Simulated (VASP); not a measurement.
# Zn4Se (P-43m) in VASP: a series of runs

Runs on Zn4Se. Level: PBE. Tasks: single point, relaxation of cell and atoms.

All numbers are computed with VASP 6.6.1; they aren't measurements. Logs are shortened: lines on timing, memory, paths and dates and some standing lists are left out, and cuts for length are marked.

### Step 1. The cell of the first run

Symmetry: P-43m, No. 215, cubic system. The conventional cell has a = 4.631 Å, b = 4.631 Å, c = 4.631 Å, α = 90.00°, β = 90.00°, γ = 90.00°. Within 3.2 Å of Zn (site symmetry 3m) lie 1 Se at 2.43 Å and 3 Zn at 2.58 Å. Se (site symmetry -43m) has 4 Zn at 2.43 Å within 3.2 Å.

### Step 2. Single point, PBE

INCAR reads:

```
ALGO = Normal
EDIFF = 1E-6
ENCUT = 520
GGA = PE
ISIF = 2
ISMEAR = 0
LASPH = True
LCHARG = False
LREAL = False
LWAVE = False
NBANDS = 35
NELM = 80
PREC = Accurate
SIGMA = 0.1
```

KPOINTS reads:

```
k-points
0
Gamma
  8 8 8
```

POSCAR reads:

```
Zn4Se
1.0
    4.6306940796      0.0000000000      0.0000000000
    0.0000000000      4.6306940796      0.0000000000
    0.0000000000      0.0000000000      4.6306940796
Zn Se
4 1
Direct
    0.3031627456      0.3031627456      0.3031627456
    0.6968372544      0.6968372544      0.3031627456
    0.3031627456      0.6968372544      0.6968372544
    0.6968372544      0.3031627456      0.6968372544
    0.0000000000      0.0000000000      0.0000000000
```

Potentials or basis: VASP PAW PBE potentials, release 64 (Zn, Se).

Launch:

```
cat potpaw_PBE.64/Zn/POTCAR potpaw_PBE.64/Se/POTCAR > POTCAR
mpirun -np 1 vasp_std > vasp.out
```

OUTCAR:

```text
EDIFF = 1E-6
   ENCUT = 520
   GGA = PE
   ISIF = 2
   ISMEAR = 0
   LASPH = True
   LREAL = False
   NELM = 80
   PREC = Accurate

 ion  position               nearest neighbor table
   1  0.303  0.303  0.303-   5 2.43   3 2.58   4 2.58   2 2.58
   2  0.697  0.697  0.303-   5 2.43   3 2.58   4 2.58   1 2.58
   3  0.303  0.697  0.697-   5 2.43   2 2.58   4 2.58   1 2.58
   4  0.697  0.303  0.697-   5 2.43   2 2.58   3 2.58   1 2.58
   5  0.000  0.000  0.000-   1 2.43   2 2.43   3 2.43   4 2.43

  LATTYP: Found a simple cubic cell.
 ALAT       =     4.6306940796

  Lattice vectors:

 A1 = (   4.6306940796,   0.0000000000,   0.0000000000)
 A2 = (   0.0000000000,   4.6306940796,   0.0000000000)
 A3 = (   0.0000000000,   0.0000000000,   4.6306940796)

Analysis of symmetry for initial positions (statically):
=====================================================================
 Subroutine PRICEL returns:
 Original cell was already a primitive cell.

 Routine SETGRP: Setting up the symmetry group for a
 simple cubic supercell.

 Subroutine GETGRP returns: Found 24 space group operations
 (whereof 24 operations were pure point group operations)
 out of a pool of 48 trial point group operations.

The static configuration has the point symmetry T_d .

Analysis of symmetry for dynamics (positions and initial velocities):
=====================================================================
 Subroutine PRICEL returns:
 Original cell was already a primitive cell.

 Routine SETGRP: Setting up the symmetry group for a
 simple cubic supercell.

 Subroutine GETGRP returns: Found 24 space group operations
 (whereof 24 operations were pure point group operations)
 out of a pool of 48 trial point group operations.

The dynamic configuration has the point symmetry T_d .

 Subroutine INISYM returns: Found 24 space group operations
 (whereof 24 operations are pure point group operations),
 and found     1 'primitive' translations

----------------------------------------------------------------------------------------

                                     Primitive cell

  volume of cell :      99.2975

  direct lattice vectors                    reciprocal lattice vectors
     4.630694080  0.000000000  0.000000000     0.215950348  0.000000000  0.000000000
     0.000000000  4.630694080  0.000000000     0.000000000  0.215950348  0.000000000
     0.000000000  0.000000000  4.630694080     0.000000000  0.000000000  0.215950348

  length of vectors
     4.630694080  4.630694080  4.630694080     0.215950348  0.215950348  0.215950348

  position of ions in fractional coordinates (direct lattice)
     0.303162746  0.303162746  0.303162746
     0.696837254  0.696837254  0.303162746
     0.303162746  0.696837254  0.696837254
     0.696837254  0.303162746  0.696837254
     0.000000000  0.000000000  0.000000000

  ion indices of the primitive-cell ions
   primitive index   ion index
                 1           1
                 2           2
                 3           3
                 4           4
                 5           5

----------------------------------------------------------------------------------------

 KPOINTS: k-points

Automatic generation of k-mesh.
 Grid dimensions read from file:
 generate k-points for:    8    8    8

 Generating k-lattice:

  Cartesian coordinates                     Fractional coordinates (reciprocal lattice)
     0.026993794  0.000000000  0.000000000     0.125000000  0.000000000  0.000000000
     0.000000000  0.026993794  0.000000000     0.000000000  0.125000000  0.000000000
     0.000000000  0.000000000  0.026993794     0.000000000  0.000000000  0.125000000

  Length of vectors
     0.026993794  0.026993794  0.026993794

  Shift w.r.t. Gamma in fractional coordinates (k-lattice)
     0.000000000  0.000000000  0.000000000

 Subroutine IBZKPT returns following result:
 ===========================================

 Found     35 irreducible k-points:

 Following reciprocal coordinates:
            Coordinates               Weight
  0.000000  0.000000  0.000000      1.000000
  0.125000  0.000000  0.000000      6.000000
  0.250000  0.000000  0.000000      6.000000
  0.375000  0.000000  0.000000      6.000000
  0.500000  0.000000  0.000000      3.000000
  0.125000  0.125000  0.000000     12.000000
[... 16 lines left out ...]
  0.375000  0.375000  0.125000     24.000000
  0.500000  0.375000  0.125000     24.000000
 [... further k-points ...]
   k-points           NKPTS =     35   k-points in BZ     NKDIM =     35   number of bands    NBANDS=     35
   number of dos      NEDOS =    301   number of ions     NIONS =      5
   total plane-waves  NPLWV =  46656
   dimension x,y,z NGX =    36 NGY =   36 NGZ =   36
   dimension x,y,z NGXF=    72 NGYF=   72 NGZF=   72
   ions per type =               4   1
   NGX,Y,Z   is equivalent  to a cutoff of  12.92, 12.92, 12.92 a.u.
   NGXF,Y,Z  is equivalent  to a cutoff of  25.85, 25.85, 25.85 a.u.
 SYSTEM =  unknown system
   PREC   = accura    normal or accurate (medium, high low for compatibility)
   ISTART =      0    job   : 0-new  1-cont  2-samecut
   ICHARG =      2    charge: 1-file 2-atom 10-const
   ISPIN  =      1    spin polarized calculation?
   LNONCOLLINEAR =      F non collinear calculations
   LSORBIT =      F    spin-orbit coupling
   LASPH  =      T    aspherical Exc in radial PAW
   ENCUT  =  520.0 eV  38.22 Ry    6.18 a.u.   8.61  8.61  8.61*2*pi/ulx,y,z
   NELM   =     80;   NELMIN=  2; NELMDL= -5     # of ELM steps
   EDIFF  = 0.1E-05   stopping-criterion for ELM
   LREAL  =      F    real-space projection
   EDIFFG = 0.1E-04   stopping-criterion for IOM
   NSW    =      0    number of steps for IOM
   IBRION =     -1    ionic relax: 0-MD 1-quasi-New 2-CG
   NFREE  =      0    steps in history (QN), initial steepest desc. (CG)
   ISIF   =      2    stress and relaxation
   ISYM   =      2    0-nonsym 1-usesym 2-fastsym
   POTIM  = 0.5000    time-step for ionic-motion
   TEBEG  =    0.0;   TEEND  =   0.0 temperature during run
   PSTRESS=    0.0 pullay stress
   NELECT =      54.0000    total number of electrons
   NUPDOWN=      -1.0000    fix difference up-down
   EMIN   =  10.00;   EMAX   =-10.00  energy-range for DOS
   EFERMI =   0.00;   METHOD = LEGACY
   ISMEAR =     0;   SIGMA  =   0.10  broadening in eV -4-tet -1-fermi 0-gaus
   EFERMI_NEDOS =   21; number of points for ismear=-14 and -15
   IALGO  =     38    algorithm
   IMIX   =      4    mixing-type and parameters
     AMIX     =   0.40;   BMIX     =  1.00
     AMIX_MAG =   1.60;   BMIX_MAG =  1.00
  volume/ion in A,a.u.               =      19.86       134.02
  Fermi-wavevector in a.u.,A,eV,Ry     =   1.336267  2.525179 24.294701  1.785610
  Thomas-Fermi vector in A             =   2.464907
   LORBIT       =      0    0 simple, 1 ext, 2 COOP (PROOUT), +10 PAW based schemes
   GGA     = PE    functional components
   LHFCALC =     F    Hartree Fock is set to
   AEXX    =    0.0000 exact exchange contribution
   IVDW    =     0    specifies the selected vdW correction
   LEPSILON=     F    determine dielectric tensor
   LRPA    =     F    only Hartree local field effects (RPA)
 non-spin polarized calculation
 Gauss-broadening in eV      SIGMA  =   0.10
  energy-cutoff  :      520.00
  volume of cell :       99.30
 maximum number of plane-waves:      2721
 NGX is ok and might be reduce to    36
   NGX = 17   NGY = 17   NGZ = 17

 number of electron      53.9999952 magnetization

 Free energy of the ion-electron system (eV)
  ---------------------------------------------------
  ext. energy  EPLUGINS =         0.00000000
  ---------------------------------------------------
  free energy    TOTEN  =        -7.55322025 eV

  energy without entropy =       -7.54150156  energy(sigma->0) =       -7.54736091

 E-fermi :   2.3536     XC(G=0): -10.1521

 val. band max:        2.3513268777   @ k =   0.2500   0.1250   0.0000
 cond. band min:       2.3597125562   @ k =   0.1250   0.1250   0.1250
 fundamental gap:      0.0083856785
 Fermi energy:         2.3535539009

 k-point     1 :       0.0000    0.0000    0.0000
  band No.  band energies     occupation
      1     -11.8027      2.00000
      2      -5.5292      2.00000
      3      -5.5292      2.00000
      4      -5.5292      2.00000
      5      -5.4960      2.00000
      6      -5.2812      2.00000
[... 27 lines left out ...]
     34       8.5151      0.00000
     35       8.7376      0.00000

 k-point     2 :       0.1250    0.0000    0.0000
  band No.  band energies     occupation
      1     -11.7805      2.00000
      2      -5.6659      2.00000
      3      -5.5054      2.00000
      4      -5.5054      2.00000
      5      -5.4386      2.00000
      6      -5.2751      2.00000
[... 27 lines left out ...]
     34       7.7516      0.00000
     35       8.5962      0.00000

 k-point     3 :       0.2500    0.0000    0.0000
  band No.  band energies     occupation
      1     -11.7254      2.00000
      2      -5.8981      2.00000
      3      -5.4405      2.00000
      4      -5.4405      2.00000
      5      -5.3820      2.00000
      6      -5.2595      2.00000
[... 27 lines left out ...]
     34       7.2898      0.00000
     35       8.8196      0.00000

 k-point     4 :       0.3750    0.0000    0.0000
  band No.  band energies     occupation
      1     -11.6680      2.00000
      2      -6.1019      2.00000
      3      -5.3556      2.00000
      4      -5.3556      2.00000
      5      -5.3173      2.00000
      6      -5.2450      2.00000
[... 27 lines left out ...]
     34       8.1156      0.00000
     35       8.8817      0.00000

 k-point     5 :       0.5000    0.0000    0.0000
  band No.  band energies     occupation
      1     -11.6435      2.00000
      2      -6.1816      2.00000
      3      -5.3059      2.00000
      4      -5.3059      2.00000
      5      -5.2699      2.00000
      6      -5.2504      2.00000
[... 638 lines left out ...]
 k-point    22 :       0.5000    0.2500    0.1250
  band No.  band energies     occupation
      1     -11.5815      2.00000
      2      -6.0349      2.00000
      3      -5.3185      2.00000
      4      -5.3061      2.00000
      5      -5.2964      2.00000
      6      -5.2074      2.00000
[... 27 lines left out ...]
     34       7.8324      0.00000
     35       8.9083      0.00000

 k-point    23 :       0.3750    0.3750    0.1250
  band No.  band energies     occupation
      1     -11.5629      2.00000
      2      -5.9747      2.00000
      3      -5.3440      2.00000
      4      -5.3216      2.00000
      5      -5.2929      2.00000
      6      -5.1879      2.00000
[... 27 lines left out ...]
     34       8.4851      0.00000
     35       9.3377      0.00000

 k-point    24 :       0.5000    0.3750    0.1250
  band No.  band energies     occupation
      1     -11.5469      2.00000
      2      -5.9632      2.00000
      3      -5.3224      2.00000
      4      -5.3175      2.00000
      5      -5.3001      2.00000
      6      -5.1813      2.00000
[... 27 lines left out ...]
     34       8.5950      0.00000
     35       9.6919      0.00000

 [... further k-points ...]
[... 5 lines left out ...]
  --------------------------------------------------------------------------------------
  -------------------------------------------------------------------------------------
  Total        0.1451978      0.1451978      0.1451978      0.0000000     -0.0000000      0.0000000
  in kB        2.3427845      2.3427845      2.3427845      0.0000000     -0.0000000      0.0000000
  external PRESSURE =       2.3427845 kB  Pullay stress =       0.0000000 kB

 VOLUME and BASIS-vectors are now :
 -----------------------------------------------------------------------------
  energy-cutoff  :      520.00
  volume of cell :       99.30
      direct lattice vectors                 reciprocal lattice vectors
     4.630694080  0.000000000  0.000000000     0.215950348  0.000000000  0.000000000
     0.000000000  4.630694080  0.000000000     0.000000000  0.215950348  0.000000000
     0.000000000  0.000000000  4.630694080     0.000000000  0.000000000  0.215950348

 POSITION                                       TOTAL-FORCE (eV/Angst)
 -----------------------------------------------------------------------------------
      1.40385      1.40385      1.40385         0.001023      0.001023      0.001023
      3.22684      3.22684      1.40385        -0.001023     -0.001023      0.001023
      1.40385      3.22684      3.22684         0.001023     -0.001023     -0.001023
      3.22684      1.40385      3.22684        -0.001023      0.001023     -0.001023
      0.00000      0.00000      0.00000        -0.000000     -0.000000     -0.000000
 -----------------------------------------------------------------------------------
    total drift:                               -0.000000     -0.000000     -0.000000

  FREE ENERGIE OF THE ION-ELECTRON SYSTEM (eV)
  ---------------------------------------------------
  free  energy   TOTEN  =        -7.5532202523 eV

  energy  without entropy=       -7.5415015639  energy(sigma->0) =       -7.54736091
```

Wall time 37 s (1 thread of Intel Xeon 6975P-C (Granite Rapids), shared host); peak memory 0.25 GiB.

What came out:

```
Free energy            : -7.5532 eV
Pressure               : 0.2 GPa
Band gap on the k mesh : zero (band 27 reaches 3.25 eV, above the bottom of band 28 at -0.39 eV)
```

Levels at points of the mesh, in eV from the Fermi level:
```csv
k point,band 24,band 25,band 26,band 27,band 28,band 29,band 30,band 31
"(0.00, 0.00, 0.00)",-3.80,-3.80,-0.42,-0.42,1.75,1.75,1.75,2.67
"(0.50, 0.00, 0.00)",-3.57,-3.15,-3.10,0.90,0.90,1.11,2.23,4.30
"(0.50, 0.50, 0.00)",-5.57,-3.29,0.11,0.11,0.51,1.83,1.89,2.73
"(0.50, 0.50, 0.50)",-4.69,-4.55,-2.75,-2.75,-2.75,4.56,4.56,4.56
```

(Part 1 of 2 ends here.)
